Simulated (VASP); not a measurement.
# InP3 (Pm-3m) in VASP: single point with r2SCAN

Aim: the single point of InP3 with r2SCAN.

Program: VASP 6.6.1. These are calculated values, not measurements. Logs are shortened: lines on timing, memory, paths and dates and some standing lists are left out, and cuts for length are marked.

## Step 1: The cell of the first run

It takes space group Pm-3m (No. 221, cubic). Conventional cell: a = 4.148 Å, b = 4.148 Å, c = 4.148 Å, α = 90.00°, β = 90.00°, γ = 90.00°. Within 3.9 Å of In (site symmetry m-3m) lie 12 P at 2.93 Å. P (site symmetry 4/mmm) has 4 In at 2.93 Å and 8 P at 2.93 Å within 3.9 Å.

## Step 2: Single point, r2SCAN

The input, POSCAR:

```
InP3
1.0
    4.1482205765      0.0000000000      0.0000000000
    0.0000000000      4.1482205765      0.0000000000
    0.0000000000      0.0000000000      4.1482205765
In P
1 3
Direct
    0.0000000000      0.0000000000      0.0000000000
    0.0000000000      0.5000000000      0.5000000000
    0.5000000000      0.0000000000      0.5000000000
    0.5000000000      0.5000000000      0.0000000000
```

The input, INCAR.step1:

```
PREC = Accurate
ENCUT = 520
ISMEAR = 0
SIGMA = 0.1
LREAL = F
LASPH = T
NELM = 60
NBANDS = 22
GGA = PE
ALGO = Normal
EDIFF = 1E-4
LWAVE = T
LCHARG = F
```

The input, INCAR.step2:

```
PREC = Accurate
ENCUT = 520
EDIFF = 1E-6
ISMEAR = 0
SIGMA = 0.1
LREAL = F
LASPH = T
NELM = 60
ALGO = Normal
ISIF = 2
LWAVE = F
LCHARG = T
METAGGA = R2SCAN
LMIXTAU = T
LELF = T
LVHAR = T
NBANDS = 22
ISTART = 1
```

The input, KPOINTS:

```
Automatic mesh
0
Gamma
  12 12 12
```

Potentials or basis: VASP PAW PBE potentials, release 64 (In_d, P).

Run with:

```bash
cat potpaw_PBE.64/In_d/POTCAR potpaw_PBE.64/P/POTCAR > POTCAR
cp INCAR.step1 INCAR
mpirun -np 1 vasp_std > vasp.out
cp INCAR.step2 INCAR
mpirun -np 1 vasp_std > vasp.out
```

OUTCAR:

```text
PREC = Accurate
   ENCUT = 520
   EDIFF = 1E-6
   ISMEAR = 0
   LREAL = F
   LASPH = T
   NELM = 60
   ISIF = 2
   METAGGA = R2SCAN
   ISTART = 1

 ion  position               nearest neighbor table
   1  0.000  0.000  0.000-   2 2.93   3 2.93   4 2.93   2 2.93   3 2.93   2 2.93   4 2.93   2 2.93
                             3 2.93   4 2.93   3 2.93   4 2.93
   2  0.000  0.500  0.500-   1 2.93   3 2.93   4 2.93   1 2.93   4 2.93   1 2.93   3 2.93   1 2.93
                             3 2.93   4 2.93   4 2.93   3 2.93
   3  0.500  0.000  0.500-   1 2.93   2 2.93   4 2.93   1 2.93   4 2.93   2 2.93   4 2.93   4 2.93
                             1 2.93   2 2.93   1 2.93   2 2.93
   4  0.500  0.500  0.000-   1 2.93   2 2.93   3 2.93   2 2.93   3 2.93   1 2.93   3 2.93   3 2.93
                             1 2.93   2 2.93   2 2.93   1 2.93

  LATTYP: Found a simple cubic cell.
 ALAT       =     4.1482205765

  Lattice vectors:

 A1 = (   4.1482205765,   0.0000000000,   0.0000000000)
 A2 = (   0.0000000000,   4.1482205765,   0.0000000000)
 A3 = (   0.0000000000,   0.0000000000,   4.1482205765)

Analysis of symmetry for initial positions (statically):
=====================================================================
 Subroutine PRICEL returns:
 Original cell was already a primitive cell.

 Routine SETGRP: Setting up the symmetry group for a
 simple cubic supercell.

 Subroutine GETGRP returns: Found 48 space group operations
 (whereof 48 operations were pure point group operations)
 out of a pool of 48 trial point group operations.

The static configuration has the point symmetry O_h .

Analysis of symmetry for dynamics (positions and initial velocities):
=====================================================================
 Subroutine PRICEL returns:
 Original cell was already a primitive cell.

 Routine SETGRP: Setting up the symmetry group for a
 simple cubic supercell.

 Subroutine GETGRP returns: Found 48 space group operations
 (whereof 48 operations were pure point group operations)
 out of a pool of 48 trial point group operations.

The dynamic configuration has the point symmetry O_h .

 Subroutine INISYM returns: Found 48 space group operations
 (whereof 48 operations are pure point group operations),
 and found     1 'primitive' translations

[... 97 lines left out ...]
   NELM   =     60;   NELMIN=  2; NELMDL=  0     # of ELM steps
   EDIFF  = 0.1E-05   stopping-criterion for ELM
   LREAL  =      F    real-space projection
   EDIFFG = 0.1E-04   stopping-criterion for IOM
   NSW    =      0    number of steps for IOM
   IBRION =     -1    ionic relax: 0-MD 1-quasi-New 2-CG
   NFREE  =      0    steps in history (QN), initial steepest desc. (CG)
   ISIF   =      2    stress and relaxation
   ISYM   =      2    0-nonsym 1-usesym 2-fastsym
   POTIM  = 0.5000    time-step for ionic-motion
   TEBEG  =    0.0;   TEEND  =   0.0 temperature during run
   PSTRESS=    0.0 pullay stress
   NELECT =      28.0000    total number of electrons
   NUPDOWN=      -1.0000    fix difference up-down
   EMIN   =  10.00;   EMAX   =-10.00  energy-range for DOS
   EFERMI =   0.00;   METHOD = LEGACY
   ISMEAR =     0;   SIGMA  =   0.10  broadening in eV -4-tet -1-fermi 0-gaus
   EFERMI_NEDOS =   21; number of points for ismear=-14 and -15
   IALGO  =     38    algorithm
   IMIX   =      4    mixing-type and parameters
     AMIX     =   0.40;   BMIX     =  1.00
     AMIX_MAG =   1.60;   BMIX_MAG =  1.00
  volume/ion in A,a.u.               =      17.85       120.43
  Fermi-wavevector in a.u.,A,eV,Ry     =   1.198392  2.264633 19.539926  1.436144
  Thomas-Fermi vector in A             =   2.334282
   LORBIT       =      0    0 simple, 1 ext, 2 COOP (PROOUT), +10 PAW based schemes
   METAGGA = R2SCAN    functional components
   LHFCALC =     F    Hartree Fock is set to
   AEXX    =    0.0000 exact exchange contribution
   IVDW    =     0    specifies the selected vdW correction
   LEPSILON=     F    determine dielectric tensor
   LRPA    =     F    only Hartree local field effects (RPA)
 non-spin polarized calculation
 Gauss-broadening in eV      SIGMA  =   0.10
  energy-cutoff  :      520.00
  volume of cell :       71.38
 maximum number of plane-waves:      1940
 NGX is ok and might be reduce to    32
   NGX = 15   NGY = 15   NGZ = 15

 number of electron      27.9999997 magnetization

 Free energy of the ion-electron system (eV)
  ---------------------------------------------------
  ext. energy  EPLUGINS =         0.00000000
  ---------------------------------------------------
  free energy    TOTEN  =       -46.22566725 eV

  energy without entropy =      -46.21654437  energy(sigma->0) =      -46.22110581

 E-fermi :   8.4536     XC(G=0): -11.6570

 val. band max:        8.4316384443   @ k =   0.4167   0.4167   0.0833
 cond. band min:       8.4714927052   @ k =   0.4167   0.2500   0.1667
 fundamental gap:      0.0398542609
 Fermi energy:         8.4536349363

 k-point     1 :       0.0000    0.0000    0.0000
  band No.  band energies     occupation
      1      -6.8445      2.00000
      2      -6.8445      2.00000
      3      -6.7493      2.00000
      4      -6.7493      2.00000
      5      -6.7493      2.00000
      6      -6.4604      2.00000
[... 589 lines left out ...]
     21      15.9554      0.00000
     22      17.0369      0.00000

 [... further k-points ...]

------------------------ aborting loop because EDIFF is reached ----------------------------------------

  FORCE on cell =-STRESS in cart. coord.  units (eV):
  Direction    XX          YY          ZZ          XY          YZ          ZX
  --------------------------------------------------------------------------------------
  -------------------------------------------------------------------------------------
  Total        0.0143763      0.0143763      0.0143763      0.0000000     -0.0000000      0.0000000
  in kB        0.3226798      0.3226798      0.3226798      0.0000000     -0.0000000      0.0000000
  external PRESSURE =       0.3226798 kB  Pullay stress =       0.0000000 kB

 VOLUME and BASIS-vectors are now :
 -----------------------------------------------------------------------------
  energy-cutoff  :      520.00
  volume of cell :       71.38
      direct lattice vectors                 reciprocal lattice vectors
     4.148220576  0.000000000  0.000000000     0.241067219  0.000000000  0.000000000
     0.000000000  4.148220576  0.000000000     0.000000000  0.241067219  0.000000000
     0.000000000  0.000000000  4.148220576     0.000000000  0.000000000  0.241067219

 POSITION                                       TOTAL-FORCE (eV/Angst)
 -----------------------------------------------------------------------------------
      0.00000      0.00000      0.00000         0.000000      0.000000      0.000000
      0.00000      2.07411      2.07411         0.000000      0.000000      0.000000
      2.07411      0.00000      2.07411         0.000000      0.000000      0.000000
      2.07411      2.07411      0.00000         0.000000      0.000000      0.000000
 -----------------------------------------------------------------------------------
    total drift:                               -0.000000     -0.000000     -0.000000

  FREE ENERGIE OF THE ION-ELECTRON SYSTEM (eV)
  ---------------------------------------------------
  free  energy   TOTEN  =       -46.2256672475 eV

  energy  without entropy=      -46.2165443668  energy(sigma->0) =      -46.22110581
```

OUTCAR.step1:

```text
PREC = Accurate
   ENCUT = 520
   ISMEAR = 0
   LREAL = F
[... 833 lines left out ...]
      0.00000      0.00000      0.00000         0.000000      0.000000      0.000000
      0.00000      2.07411      2.07411         0.000000      0.000000      0.000000
      2.07411      0.00000      2.07411         0.000000      0.000000      0.000000
      2.07411      2.07411      0.00000         0.000000      0.000000      0.000000
 -----------------------------------------------------------------------------------
    total drift:                               -0.000000     -0.000000     -0.000000

  FREE ENERGIE OF THE ION-ELECTRON SYSTEM (eV)
  ---------------------------------------------------
  free  energy   TOTEN  =       -15.9231442225 eV

  energy  without entropy=      -15.9139113622  energy(sigma->0) =      -15.91852779
```

OSZICAR.step1:

```text
N       E                     dE             d eps       ncg     rms          rms(c)
DAV:   1     0.192143845344E+03    0.19214E+03   -0.12351E+04  3742   0.136E+03
DAV:   2     0.252931880692E+01   -0.18961E+03   -0.18042E+03  3926   0.346E+02
DAV:   3    -0.153481446492E+02   -0.17877E+02   -0.17066E+02  4772   0.954E+01
DAV:   4    -0.160156528281E+02   -0.66751E+00   -0.66442E+00  4444   0.169E+01
DAV:   5    -0.160434601172E+02   -0.27807E-01   -0.27798E-01  5634   0.375E+00    0.633E+00
DAV:   6    -0.159458110805E+02    0.97649E-01   -0.14635E-01  4754   0.814E+00    0.368E+00
DAV:   7    -0.159243115904E+02    0.21499E-01   -0.69964E-02  5474   0.367E+00    0.461E-01
DAV:   8    -0.159231185196E+02    0.11931E-02   -0.99428E-03  4698   0.146E+00    0.157E-01
DAV:   9    -0.159231442225E+02   -0.25703E-04   -0.53956E-04  4510   0.174E-01
   1 F= -.15923144E+02 E0= -.15918528E+02  d E =-.923286E-02
```

It took 6.3 min on 1 thread of Intel Xeon 8259CL, shared host; peak memory 0.26 GiB.

Results:

```
Free energy            : -46.2257 eV
Pressure               : 0.0 GPa
Band gap on the k mesh : zero (bands 14 and 15 overlap by 5.16 eV)
```

Caveat: the PAW data sets were made with another functional, which shifts forces and pressure a little; spin-orbit coupling is left out, which moves the levels of the heavy elements.
